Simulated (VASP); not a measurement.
Write the native input for VASP 6.6.1 that does the following.

```
Task                   : relaxation of cell and atoms
Functional             : r2SCAN
Potentials or basis    : VASP PAW PBE potentials, release 64 (Sn_d, O)
Cutoff                 : 600 eV
k mesh                 : 8 × 8 × 8
Occupations            : fermi-dirac, width 0.02 eV
Spin                   : no spin polarisation
Dipole correction      : no
Further INCAR settings : ALGO = Normal; EDIFF = 1e-06; IBRION = 2; EDIFFG = -0.005; NSW = 80; ISIF = 3
```

Crystal: SnO.

```
Sn O
1.0
     0.00000    2.55879    2.55879
     2.55879    0.00000    2.55879
     2.55879    2.55879    0.00000
Sn O
1 1
Direct
  0.00000 0.00000 0.00000
  0.50000 0.50000 0.50000
```

One way to write it, as run:

POSCAR

```
SnO
1.0
    0.0000000000      2.5587916806      2.5587916806
    2.5587916806      0.0000000000      2.5587916806
    2.5587916806      2.5587916806      0.0000000000
Sn O
1 1
Direct
    0.0000000000      0.0000000000      0.0000000000
    0.5000000000      0.5000000000      0.5000000000
```

INCAR.step1

```
  PREC = Accurate
  ENCUT = 600
  ISMEAR = -1
  SIGMA = 0.02
  LREAL = False
  LASPH = True
  NELM = 80
  GGA = PE
  ALGO = Normal
  EDIFF = 1E-4
  LWAVE = True
  LCHARG = False
```

INCAR.step2

```
  PREC = Accurate
  ENCUT = 600
  EDIFF = 1E-6
  ISMEAR = -1
  SIGMA = 0.02
  LREAL = False
  LASPH = True
  NELM = 80
  ALGO = Normal
  ISIF = 3
  LWAVE = False
  LCHARG = False
  METAGGA = R2SCAN
  LMIXTAU = True
  IBRION = 2
  NSW = 80
  EDIFFG = -0.005
  ISTART = 1
```

KPOINTS

```
Automatic mesh
0
Gamma
  8 8 8
```

Potentials or basis: VASP PAW PBE potentials, release 64 (Sn_d, O).

Launch:

```sh
$ cat potpaw_PBE.64/Sn_d/POTCAR potpaw_PBE.64/O/POTCAR > POTCAR
$ cp INCAR.step1 INCAR
$ mpirun -np 1 vasp_std > vasp.out
$ cp INCAR.step2 INCAR
$ mpirun -np 1 vasp_std > vasp.out
```

Results of the run:

```
Relaxed volume                        : 16.35 Å³/atom
Relaxed cell                          : a = 3.589 Å, b = 3.589 Å, c = 3.589 Å, α = 60.00°, β = 60.00°, γ = 60.00°
Space group after relaxing (to 0.1 Å) : Fm-3m (No. 225)
Energy gained by relaxing             : 3.1 meV/atom
Ionic steps                           : 3
Pressure after relaxing               : 0.0 GPa
Band gap on the k mesh                : 1.00 eV
```

Caveat: the PAW data sets were made with another functional, which shifts forces and pressure a little; spin-orbit coupling is left out, which moves the levels of the heavy elements.

Run time: 3.3 min on 1 thread of Intel Xeon 8259CL, on a shared host, peak memory 0.2 GiB.
